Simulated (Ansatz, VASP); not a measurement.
## One calculation of AlSn, two programs

The input INCAR:

```
PREC     = Accurate       # precision mode
ENCUT    = 600            # plane-wave cutoff, eV
EDIFF    = 1E-6           # SCF threshold, eV
ISMEAR   = -1             # smearing method
SIGMA    = 0.05           # smearing width, eV
LREAL    = False          # projectors in reciprocal space
LASPH    = True           # aspherical terms in the spheres
NELM     = 100            # most SCF steps
ALGO     = Normal         # electronic algorithm
ISIF     = 3              # what is computed and relaxed
LWAVE    = False          # write WAVECAR
LCHARG   = False          # write CHGCAR
GGA      = B5             # functional
ALDAX    = 1.0          
AGGAX    = 1.0          
AGGAC    = 1.0          
ALDAC    = 0.0          
IVDW     = 13             # dispersion correction
VDW_S6   = 1.0          
VDW_S8   = 2.34076671   
VDW_A1   = 0.44488865   
VDW_A2   = 4.0933009    
IBRION   = 2              # ionic algorithm
NSW      = 60             # ionic steps
EDIFFG   = -0.01          # ionic threshold
```

The input KPOINTS:

```
regular mesh
0
Gamma
  7 7 8
```

Contents of POSCAR:

```
AlSn
1.0
    4.1981056157      0.0000000000      0.0000000000
   -2.0990528078      3.6356661109      0.0000000000
    0.0000000000      0.0000000000      3.3068470000
Sn Al
1 1
Direct
    0.3333333333      0.6666666667      0.5000000000
    0.0000000000      0.0000000000      0.0000000000
```

The input input.yaml:

```yaml
crystal:
  lattice:
    - [4.1981056157, 0.0, 0.0]
    - [-2.0990528078, 3.6356661109, 0.0]
    - [0.0, 0.0, 3.306847]
  atoms:
    - { symbol: Sn, position: [0.3333333333, 0.6666666667, 0.5] }
    - { symbol: Al, position: [0.0, 0.0, 0.0] }
hamiltonian:
  xc: blyp
  pseudopotentials: { kind: paw }
  dispersion: d4
kpoints:
  mp_grid: { grid: [7, 7, 8] }
scf:
  occupations: { method: fermi_dirac, width: 0.05 }
output:
  forces: true
  stress: true
  eigenvalues: true
relax:
  f_tol: 0.01
  max_steps: 40
  cell: { stress_tol: 0.05 }
```

Alike in both runs: task relaxation of cell and atoms; functional BLYP; dispersion D4; k mesh 7 × 7 × 8; occupations fermi-dirac, width 0.05 eV; no spin polarisation.

```csv
,VASP,Ansatz
version,VASP 6.6.1,Ansatz 0.2.0
potentials or method,"VASP PAW PBE potentials, release 64 (Sn_d, Al)",Ansatz PAW
plane-wave cutoff (eV),600,420
valence electrons in the cell,17,17
```

|  | VASP | Ansatz | Ansatz less VASP |
| --- | --- | --- | --- |
| gap on the k mesh at the Fermi level, each at its own relaxed structure (eV) | none | none | - |
| relaxed volume (Å³/atom) | 25.03 | 25.00 | -0.035 |
| relaxed length of the cell vector where the two differ most in proportion (Å) | 3.321 | 3.318 | -0.0033 |

VASP's potentials were made for PBE, not for BLYP. A gap of «none» marks a metal or a gap that the smearing closes.

Noted on Ansatz's run: the plane-wave basis is chosen anew once the cell has moved, so the energies of steps on either side of that aren't comparable.
